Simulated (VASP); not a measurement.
## Ti: single point with PBEsol+D3(BJ)

Ti:

```
CELL_PARAMETERS angstrom
0.00000 1.99064 1.99064
1.99064 0.00000 1.99064
1.99064 1.99064 0.00000
ATOMIC_POSITIONS crystal
Ti 0.00000 0.00000 0.00000
```

```yaml
Program: VASP 6.6.1
Task: single point
Functional: PBEsol
Dispersion: D3(BJ)
Potentials_or_basis: VASP PAW PBE potentials, release 64 (Ti_sv)
Cutoff: 520 eV
k_mesh: 11 × 11 × 11
Occupations: fermi-dirac, width 0.05 eV
Spin: no spin polarisation
Dipole_correction: no
Further_INCAR_settings: ALGO = Fast; EDIFF = 1e-06; NBANDS = 12
```

| Quantity | Value |
| --- | --- |
| Pressure | -0.4 GPa |
| Band gap on the k mesh | zero (band 6 reaches 10.09 eV, above the bottom of band 7 at 8.85 eV) |
| Dispersion energy per atom | -0.661 eV |

Levels at points of the mesh, in eV from the Fermi level:
```csv
k point,band 4,band 5,band 6,band 7,band 8,band 9
"(0.00, 0.00, 0.00)",-32.13,-6.31,0.94,0.94,0.94,2.79
```

Run time: 13 s on 1 thread of Intel Xeon 6975P-C (shared host), peak memory 0.15 GiB.

Caveat: the PAW data sets were made with another functional, which shifts forces and pressure a little; pairwise dispersion overbinds metals, which lowers pressure and volume.
